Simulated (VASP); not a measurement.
# CuO (P4/nmm) in VASP: further runs, part 2 of 2

VASP 6.6.1.

## Step 3: Single point, r2SCAN

This run uses another cell than the first one, of 11.72 Å³/atom.

POSCAR

```
CuO
1.0
    3.1754955000      0.0000000000      0.0000000000
    0.0000000000      3.1754955000      0.0000000000
    0.0000000000      0.0000000000      4.6495318700
Cu O
2 2
Direct
    0.0000000000      0.0000000000      0.0000000000
    0.5000000000      0.5000000000      0.0000000000
    0.5000000000      0.0000000000      0.2670000000
    0.0000000000      0.5000000000      0.7330000000
```

INCAR.step1

```
SYSTEM = CuO
PREC = Accurate
ENCUT = 520
ISMEAR = -1
SIGMA = 0.05
LREAL = .False.
LASPH = .True.
NELM = 100
NBANDS = 25
GGA = PE
ALGO = Normal
EDIFF = 1E-4
LWAVE = .True.
LCHARG = .False.
```

INCAR.step2

```
SYSTEM = CuO
PREC = Accurate
ENCUT = 520
EDIFF = 1E-6
ISMEAR = -1
SIGMA = 0.05
LREAL = .False.
LASPH = .True.
NELM = 100
ALGO = Normal
ISIF = 2
LWAVE = .False.
LCHARG = .True.
METAGGA = R2SCAN
LMIXTAU = .True.
LELF = .True.
LVHAR = .True.
NBANDS = 25
ISTART = 1
```

KPOINTS

```
Automatic mesh
0
Gamma
  8 8 6
  0 0 0
```

Potentials or basis: VASP PAW PBE potentials, release 64 (Cu, O).

Run with:

```bash
cat potpaw_PBE.64/Cu/POTCAR potpaw_PBE.64/O/POTCAR > POTCAR
cp INCAR.step1 INCAR
mpirun -np 1 vasp_std > vasp.out
cp INCAR.step2 INCAR
mpirun -np 1 vasp_std > vasp.out
```

OUTCAR:

```text
SYSTEM = CuO
   PREC = Accurate
   ENCUT = 520
   EDIFF = 1E-6
   ISMEAR = -1
   LREAL = .False.
   LASPH = .True.
   NELM = 100
   ISIF = 2
   METAGGA = R2SCAN
   ISTART = 1

 ion  position               nearest neighbor table
   1  0.000  0.000  0.000-   3 2.02   4 2.02   4 2.02   3 2.02   2 2.25   2 2.25   2 2.25   2 2.25

   2  0.500  0.500  0.000-   3 2.02   4 2.02   3 2.02   4 2.02   1 2.25   1 2.25   1 2.25   1 2.25

   3  0.500  0.000  0.267-   1 2.02   2 2.02   2 2.02   1 2.02
   4  0.000  0.500  0.733-   1 2.02   2 2.02   1 2.02   2 2.02
[... 868 lines left out ...]
     25      18.0734      0.00000

 [... further k-points ...]
[... 5 lines left out ...]
  --------------------------------------------------------------------------------------
  -------------------------------------------------------------------------------------
  Total        7.1359515      7.1359515     -4.3405180      0.0000000      0.0000000     -0.0000000
  in kB      243.8541998    243.8541998   -148.3268986      0.0000000      0.0000000     -0.0000000
  external PRESSURE =     113.1271670 kB  Pullay stress =       0.0000000 kB

 VOLUME and BASIS-vectors are now :
 -----------------------------------------------------------------------------
  energy-cutoff  :      520.00
  volume of cell :       46.88
      direct lattice vectors                 reciprocal lattice vectors
     3.175495500  0.000000000  0.000000000     0.314911484  0.000000000  0.000000000
     0.000000000  3.175495500  0.000000000     0.000000000  0.314911484  0.000000000
     0.000000000  0.000000000  4.649531870     0.000000000  0.000000000  0.215075416

 POSITION                                       TOTAL-FORCE (eV/Angst)
 -----------------------------------------------------------------------------------
      0.00000      0.00000      0.00000        -0.000000     -0.000000      0.000000
      1.58775      1.58775      0.00000         0.000000      0.000000      0.000000
      1.58775      0.00000      1.24143        -0.000000     -0.000000     -1.357387
      0.00000      1.58775      3.40811         0.000000      0.000000      1.357387
 -----------------------------------------------------------------------------------
    total drift:                                0.000000     -0.000000     -0.000000

  FREE ENERGIE OF THE ION-ELECTRON SYSTEM (eV)
  ---------------------------------------------------
  free  energy   TOTEN  =       -32.5692493550 eV

  energy  without entropy=      -32.5168005620  energy(sigma->0) =      -32.54302496
```

OSZICAR.step1:

```text
N       E                     dE             d eps       ncg     rms          rms(c)
DAV:   1     0.308769215624E+03    0.30877E+03   -0.16544E+04  3160   0.208E+03
DAV:   2     0.172396911564E+02   -0.29153E+03   -0.27055E+03  3087   0.398E+02
DAV:   3    -0.214666356224E+02   -0.38706E+02   -0.36212E+02  3651   0.158E+02
DAV:   4    -0.229888121032E+02   -0.15222E+01   -0.15099E+01  3620   0.340E+01
DAV:   5    -0.230221651251E+02   -0.33353E-01   -0.33339E-01  3714   0.479E+00    0.192E+01
DAV:   6    -0.239837770507E+02   -0.96161E+00   -0.48807E+01  4496   0.199E+02    0.182E+01
DAV:   7    -0.160593036482E+02    0.79245E+01   -0.14875E+01  3840   0.121E+02    0.331E+00
DAV:   8    -0.162147186227E+02   -0.15541E+00   -0.20966E+00  3180   0.109E+01    0.242E+00
DAV:   9    -0.161581092353E+02    0.56609E-01   -0.83623E-02  4212   0.596E+00    0.158E+00
DAV:  10    -0.161415407742E+02    0.16568E-01   -0.19013E-02  4630   0.249E+00    0.936E-01
DAV:  11    -0.161347855004E+02    0.67553E-02   -0.61764E-03  4852   0.191E+00    0.511E-01
DAV:  12    -0.161337307260E+02    0.10548E-02   -0.53491E-03  4617   0.854E-01    0.291E-01
DAV:  13    -0.161328889824E+02    0.84174E-03   -0.11752E-03  4632   0.115E+00    0.923E-02
DAV:  14    -0.161329057838E+02   -0.16801E-04   -0.71969E-04  3940   0.227E-01
   1 F= -.16132906E+02 E0= -.16104625E+02  d E =-.565614E-01
```

Wall time 3.5 min (1 thread of Intel Xeon 8259CL, shared host); peak memory 0.2 GiB.

What came out:

| Quantity | Value |
| --- | --- |
| Free energy | -32.5692 eV |
| Pressure | 11.3 GPa |
| Largest force | 1.357 eV/Å |
| Band gap on the k mesh | zero (bands 17 and 18 overlap by 0.95 eV) |

Forces on the atoms (eV/Å):
```
Cu   0.000  0.000  0.000
Cu   0.000  0.000  0.000
O    0.000  0.000 -1.357
O    0.000  0.000  1.357
```

Caveat: the stress differs along the axes, from -15 to 24 GPa; the PAW data sets were made with another functional, which shifts forces and pressure a little; semilocal functionals often make such compounds metallic where correlation or magnetic order opens a gap, which also shifts bond lengths.

## Step 4: Single point, r2SCAN

This run uses another cell than the first one, of 11.96 Å³/atom.

POSCAR

```
CuO
1.0
    3.1965258844      0.0000000000      0.0000000000
    0.0000000000      3.1965258844      0.0000000000
    0.0000000000      0.0000000000      4.6803243692
Cu O
2 2
Direct
    0.0000000000      0.0000000000      0.0000000000
    0.5000000000      0.5000000000      0.0000000000
    0.5000000000      0.0000000000      0.2670000000
    0.0000000000      0.5000000000      0.7330000000
```

INCAR.step1

```
PREC = Accurate
ENCUT = 520
ISMEAR = -1
SIGMA = 0.05
LREAL = False
LASPH = True
NELM = 100
NBANDS = 25
GGA = PE
ALGO = Normal
EDIFF = 1E-4
LWAVE = True
LCHARG = False
```

INCAR.step2

```
PREC = Accurate
ENCUT = 520
EDIFF = 1E-6
ISMEAR = -1
SIGMA = 0.05
LREAL = False
LASPH = True
NELM = 100
ALGO = Normal
ISIF = 2
LWAVE = False
LCHARG = True
METAGGA = R2SCAN
LMIXTAU = True
LELF = True
LVHAR = True
NBANDS = 25
ISTART = 1
```

KPOINTS

```
regular mesh
0
Gamma
  8 8 6
```

Run with:

```bash
cat potpaw_PBE.64/Cu/POTCAR potpaw_PBE.64/O/POTCAR > POTCAR
cp INCAR.step1 INCAR
mpirun -np 1 vasp_std > vasp.out
cp INCAR.step2 INCAR
mpirun -np 1 vasp_std > vasp.out
```

It took 3.5 min on 1 thread of Intel Xeon 8259CL, shared host; peak memory 0.2 GiB.

The run converged. Its results:

* Free energy: -32.6265 eV
* Pressure: 7.9 GPa
* Largest force: 1.587 eV/Å
* Band gap on the k mesh: zero (bands 17 and 18 overlap by 0.93 eV)

Forces on the atoms (eV/Å):
```
Cu   0.000  0.000  0.000
Cu   0.000  0.000  0.000
O    0.000  0.000 -1.587
O    0.000  0.000  1.587
```

Stress tensor (GPa, compression positive):
```
 20.19   0.00   0.00
  0.00  20.19   0.00
  0.00   0.00 -16.60
```

Levels at points of the mesh, in eV from the Fermi level:
| k point | band 14 | band 15 | band 16 | band 17 | band 18 | band 19 | band 20 | band 21 |
| --- | --- | --- | --- | --- | --- | --- | --- | --- |
| (0.00, 0.00, 0.00) | -1.06 | -0.58 | -0.29 | 0.46 | 0.46 | 1.48 | 6.92 | 11.59 |
| (0.50, 0.00, 0.00) | -2.35 | -0.26 | -0.26 | 0.00 | 0.00 | 5.69 | 5.69 | 11.19 |
| (0.50, 0.50, 0.00) | -1.64 | -1.55 | -1.55 | -0.47 | -0.47 | 6.01 | 6.01 | 9.78 |
| (0.00, 0.00, 0.50) | -0.95 | -0.72 | -0.58 | 0.28 | 0.28 | 3.07 | 6.08 | 11.57 |
| (0.50, 0.00, 0.50) | -2.39 | 0.04 | 0.04 | 0.09 | 0.09 | 5.54 | 5.54 | 10.27 |
| (0.50, 0.50, 0.50) | -1.79 | -1.64 | -1.64 | -0.36 | -0.36 | 6.95 | 6.95 | 9.78 |

Caveat: the stress differs along the axes, from -17 to 20 GPa; the PAW data sets were made with another functional, which shifts forces and pressure a little; semilocal functionals often make such compounds metallic where correlation or magnetic order opens a gap, which also shifts bond lengths. With open d or f shells a metallic result of r2SCAN can be an artefact of self-interaction; +U or a hybrid may open a gap.

## Step 5: Single point, r2SCAN

This run uses another cell than the first one, of 12.19 Å³/atom.

POSCAR

```
CuO
1.0
    3.2172831276      0.0000000000      0.0000000000
    0.0000000000      3.2172831276      0.0000000000
    0.0000000000      0.0000000000      4.7107169375
Cu O
2 2
Direct
    0.0000000000      0.0000000000      0.0000000000
    0.5000000000      0.5000000000      0.0000000000
    0.5000000000      0.0000000000      0.2670000000
    0.0000000000      0.5000000000      0.7330000000
```

INCAR.step1

```
SYSTEM = CuO
ALGO = Normal
EDIFF = 1E-4
ENCUT = 520
GGA = PE
ISMEAR = -1
LASPH = .TRUE.
LCHARG = .FALSE.
LREAL = .FALSE.
LWAVE = .TRUE.
NBANDS = 25
NELM = 80
PREC = Accurate
SIGMA = 0.05
```

INCAR.step2

```
SYSTEM = CuO
ALGO = Normal
EDIFF = 1E-7
ENCUT = 520
ISIF = 2
ISMEAR = -1
ISTART = 1
LASPH = .TRUE.
LCHARG = .TRUE.
LELF = .TRUE.
LMIXTAU = .TRUE.
LREAL = .FALSE.
LVHAR = .TRUE.
LWAVE = .FALSE.
METAGGA = R2SCAN
NBANDS = 25
NELM = 80
PREC = Accurate
SIGMA = 0.05
```

KPOINTS

```
k-points
0
G
  8 8 6
  0 0 0
```

Run with:

```bash
cat potpaw_PBE.64/Cu/POTCAR potpaw_PBE.64/O/POTCAR > POTCAR
cp INCAR.step1 INCAR
mpirun -np 1 vasp_std > vasp.out
cp INCAR.step2 INCAR
mpirun -np 1 vasp_std > vasp.out
```

Wall time 4.4 min (1 thread of Intel Xeon 8259CL, shared host); peak memory 0.2 GiB.

It converged, with:

| Item | Value |
| --- | --- |
| Free energy | -32.6649 eV |
| Pressure | 4.8 GPa |
| Largest force | 1.796 eV/Å |
| Band gap on the k mesh | zero (bands 17 and 18 overlap by 0.92 eV) |

Forces on the atoms (eV/Å):
```
Cu   0.000  0.000  0.000
Cu   0.000  0.000  0.000
O    0.000  0.000 -1.796
O    0.000  0.000  1.796
```

Stress tensor (GPa, compression positive):
```
 16.33   0.00   0.00
  0.00  16.33   0.00
  0.00   0.00 -18.20
```

Levels at points of the mesh, in eV from the Fermi level:
```
           k point  band 14  band 15  band 16  band 17  band 18  band 19  band 20  band 21
(0.00, 0.00, 0.00)    -1.03    -0.58    -0.27     0.45     0.45     1.46     6.88    11.45
(0.50, 0.00, 0.00)    -2.30    -0.25    -0.25     0.01     0.01     5.60     5.60    11.10
(0.50, 0.50, 0.00)    -1.61    -1.51    -1.51    -0.47    -0.47     5.97     5.97     9.60
(0.00, 0.00, 0.50)    -0.93    -0.69    -0.58     0.28     0.28     3.03     6.03    11.43
(0.50, 0.00, 0.50)    -2.33     0.04     0.04     0.09     0.09     5.45     5.45    10.19
(0.50, 0.50, 0.50)    -1.74    -1.61    -1.61    -0.36    -0.36     6.88     6.88     9.60
```

Caveat: the stress differs along the axes, from -18 to 16 GPa; the PAW data sets were made with another functional, which shifts forces and pressure a little; semilocal functionals often make such compounds metallic where correlation or magnetic order opens a gap, which also shifts bond lengths.

## Step 6: Single point, r2SCAN

This run uses another cell than the first one, of 12.42 Å³/atom.

POSCAR

```
CuO
1.0
    3.2377759293      0.0000000000      0.0000000000
    0.0000000000      3.2377759293      0.0000000000
    0.0000000000      0.0000000000      4.7407223129
Cu O
2 2
Direct
    0.0000000000      0.0000000000      0.0000000000
    0.5000000000      0.5000000000      0.0000000000
    0.5000000000      0.0000000000      0.2670000000
    0.0000000000      0.5000000000      0.7330000000
```

INCAR.step1

```
SYSTEM = CuO
ALGO     = Normal         ! electronic algorithm
EDIFF    = 1E-4           ! SCF threshold, eV
ENCUT    = 520            ! plane-wave cutoff, eV
GGA      = PE             ! functional
ISMEAR   = -1             ! smearing method
LASPH    = .True.         ! aspherical terms in the spheres
LCHARG   = .False.        ! write CHGCAR
LREAL    = .False.        ! projectors in reciprocal space
LWAVE    = .True.         ! write WAVECAR
NBANDS   = 25             ! bands
NELM     = 60             ! most SCF steps
PREC     = Accurate       ! precision mode
SIGMA    = 0.05           ! smearing width, eV
```

INCAR.step2

```
SYSTEM = CuO
ALGO     = Normal         ! electronic algorithm
EDIFF    = 1E-7           ! SCF threshold, eV
ENCUT    = 520            ! plane-wave cutoff, eV
ISIF     = 2              ! what is computed and relaxed
ISMEAR   = -1             ! smearing method
ISTART   = 1            
LASPH    = .True.         ! aspherical terms in the spheres
LCHARG   = .False.        ! write CHGCAR
LMIXTAU  = .True.       
LREAL    = .False.        ! projectors in reciprocal space
LWAVE    = .False.        ! write WAVECAR
METAGGA  = R2SCAN         ! meta-GGA
NBANDS   = 25             ! bands
NELM     = 60             ! most SCF steps
PREC     = Accurate       ! precision mode
SIGMA    = 0.05           ! smearing width, eV
```

KPOINTS

```
k-points
0
Gamma
  8 8 6
  0 0 0
```

Potentials or basis: VASP PAW PBE potentials, release 64 (Cu, O).

Run with:

```bash
cat potpaw_PBE.64/Cu/POTCAR potpaw_PBE.64/O/POTCAR > POTCAR
cp INCAR.step1 INCAR
mpirun -np 1 vasp_std > vasp.out
cp INCAR.step2 INCAR
mpirun -np 1 vasp_std > vasp.out
```

OUTCAR:

```text
SYSTEM = CuO
   EDIFF = 1E-7
   ENCUT = 520
   ISIF = 2
   ISMEAR = -1
   ISTART = 1
   LASPH = .True.
   LREAL = .False.
   METAGGA = R2SCAN
   NELM = 60
   PREC = Accurate

 ion  position               nearest neighbor table
   1  0.000  0.000  0.000-   3 2.05   4 2.05   4 2.05   3 2.05   2 2.29   2 2.29   2 2.29   2 2.29

   2  0.500  0.500  0.000-   3 2.05   4 2.05   3 2.05   4 2.05   1 2.29   1 2.29   1 2.29   1 2.29

   3  0.500  0.000  0.267-   1 2.05   2 2.05   2 2.05   1 2.05
   4  0.000  0.500  0.733-   1 2.05   2 2.05   1 2.05   2 2.05

  LATTYP: Found a simple tetragonal cell.
 ALAT       =     3.2377759293
 C/A-ratio  =     1.4641909806

  Lattice vectors:

 A1 = (   3.2377759293,   0.0000000000,   0.0000000000)
 A2 = (   0.0000000000,   3.2377759293,   0.0000000000)
 A3 = (   0.0000000000,   0.0000000000,   4.7407223129)

Analysis of symmetry for initial positions (statically):
=====================================================================
 Subroutine PRICEL returns:
 Original cell was already a primitive cell.

 Routine SETGRP: Setting up the symmetry group for a
 simple tetragonal supercell.

 Subroutine GETGRP returns: Found 16 space group operations
 (whereof  8 operations were pure point group operations)
[... 172 lines left out ...]
 cond. band min:       2.1571608750   @ k =   0.5000   0.0000   0.0000
 fundamental gap:      0.0069618512
 Fermi energy:         2.1505235395

 k-point     1 :       0.0000    0.0000    0.0000
  band No.  band energies     occupation
      1     -16.9996      2.00000
      2     -16.3232      2.00000
      3      -3.9832      2.00000
      4      -3.0021      2.00000
      5      -2.4974      2.00000
      6      -2.4974      2.00000
[... 661 lines left out ...]
     24      15.6232      0.00000
     25      17.0281      0.00000

 [... further k-points ...]

------------------------ aborting loop because EDIFF is reached ----------------------------------------

  FORCE on cell =-STRESS in cart. coord.  units (eV):
  Direction    XX          YY          ZZ          XY          YZ          ZX
  --------------------------------------------------------------------------------------
  -------------------------------------------------------------------------------------
  Total        4.0043294      4.0043294     -6.0583064      0.0000000      0.0000000      0.0000000
  in kB      129.0928769    129.0928769   -195.3096564      0.0000000      0.0000000      0.0000000
  external PRESSURE =      20.9586991 kB  Pullay stress =       0.0000000 kB

 VOLUME and BASIS-vectors are now :
 -----------------------------------------------------------------------------
  energy-cutoff  :      520.00
  volume of cell :       49.70
      direct lattice vectors                 reciprocal lattice vectors
     3.237775929  0.000000000  0.000000000     0.308853986  0.000000000  0.000000000
     0.000000000  3.237775929  0.000000000     0.000000000  0.308853986  0.000000000
     0.000000000  0.000000000  4.740722313     0.000000000  0.000000000  0.210938320

 POSITION                                       TOTAL-FORCE (eV/Angst)
 -----------------------------------------------------------------------------------
      0.00000      0.00000      0.00000         0.000000     -0.000000      0.000000
      1.61889      1.61889      0.00000         0.000000      0.000000      0.000000
      1.61889      0.00000      1.26577         0.000000      0.000000     -1.989377
      0.00000      1.61889      3.47495         0.000000      0.000000      1.989377
 -----------------------------------------------------------------------------------
    total drift:                                0.000000     -0.000000     -0.000000

  FREE ENERGIE OF THE ION-ELECTRON SYSTEM (eV)
  ---------------------------------------------------
  free  energy   TOTEN  =       -32.6864972866 eV

  energy  without entropy=      -32.6305528583  energy(sigma->0) =      -32.65852507
```

OUTCAR.step1:

```text
SYSTEM = CuO
   EDIFF = 1E-4
   ENCUT = 520
   GGA = PE
   ISMEAR = -1
   LASPH = .True.
   LREAL = .False.
   NELM = 60
[... 902 lines left out ...]
      1.61889      1.61889      0.00000         0.000000     -0.000000      0.000000
      1.61889      0.00000      1.26577         0.000000      0.000000     -1.454663
      0.00000      1.61889      3.47495         0.000000      0.000000      1.454663
 -----------------------------------------------------------------------------------
    total drift:                                0.000000     -0.000000     -0.000000

  FREE ENERGIE OF THE ION-ELECTRON SYSTEM (eV)
  ---------------------------------------------------
  free  energy   TOTEN  =       -16.3542432495 eV

  energy  without entropy=      -16.2939202433  energy(sigma->0) =      -16.32408175
```

Wall time 4.9 min (1 thread of Intel Xeon 8259CL, shared host); peak memory 0.2 GiB.

What came out:

| Item | Value |
| --- | --- |
| Free energy | -32.6865 eV |
| Pressure | 2.1 GPa |
| Largest force | 1.989 eV/Å |
| Band gap on the k mesh | zero (bands 17 and 18 overlap by 0.91 eV) |

Forces on the atoms (eV/Å):
```
Cu   0.000  0.000  0.000
Cu   0.000  0.000  0.000
O    0.000  0.000 -1.989
O    0.000  0.000  1.989
```

Levels at points of the mesh, in eV from the Fermi level:
```
           k point  band 13  band 14  band 15  band 16  band 17  band 18  band 19  band 20  band 21  band 22
(0.00, 0.00, 0.00)    -1.01    -1.01    -0.58    -0.26     0.44     0.44     1.45     6.85    11.31    11.31
(0.50, 0.00, 0.00)    -2.25    -2.25    -0.25    -0.25     0.01     0.01     5.51     5.51    11.01    11.01
(0.50, 0.50, 0.00)    -1.58    -1.58    -1.47    -1.47    -0.47    -0.47     5.92     5.92     9.42     9.42
(0.00, 0.00, 0.50)    -0.91    -0.91    -0.66    -0.58     0.27     0.27     2.99     5.99    11.30    11.30
(0.50, 0.00, 0.50)    -2.28    -2.28     0.04     0.04     0.08     0.08     5.36     5.36    10.11    10.11
(0.50, 0.50, 0.50)    -1.69    -1.69    -1.58    -1.58    -0.36    -0.36     6.81     6.81     9.42     9.42
```

Caveat: the stress differs along the axes, from -20 to 13 GPa; the PAW data sets were made with another functional, which shifts forces and pressure a little; semilocal functionals often make such compounds metallic where correlation or magnetic order opens a gap, which also shifts bond lengths.

## Step 7: Overview

```tsv
cell	gap on the mesh (eV)	pressure (GPa)	largest force (eV/Å)
a = 3.154, b = 3.154, c = 4.618 Å, 4 atoms	none	15.1	1.11
a = 3.175, b = 3.175, c = 4.650 Å, 4 atoms	none	11.3	1.36
a = 3.197, b = 3.197, c = 4.680 Å, 4 atoms	none	7.9	1.59
a = 3.217, b = 3.217, c = 4.711 Å, 4 atoms	none	4.8	1.80
a = 3.238, b = 3.238, c = 4.741 Å, 4 atoms	none	2.1	1.99
```

Alike in all rows: task single point; level r2SCAN; potentials or basis VASP PAW PBE potentials, release 64 (Cu, O); no spin polarisation; k mesh 8 × 8 × 6; cutoff (eV) 520; smearing fermi-dirac 0.05 eV.

Caveats: the PAW data sets were made with another functional, which shifts forces and pressure a little; semilocal functionals often make such compounds metallic where correlation or magnetic order opens a gap, which also shifts bond lengths; the stress differs along the axes, from -13 to 29 GPa (at least some runs); the stress differs along the axes, from -15 to 24 GPa (at least some runs); the stress differs along the axes, from -17 to 20 GPa (at least some runs); the stress differs along the axes, from -18 to 16 GPa (at least some runs); the stress differs along the axes, from -20 to 13 GPa (at least some runs).

Absolute energies hang on the potentials; compare differences alone.

The gap in the log of VASP goes by the Fermi energy; the results here count the filled bands.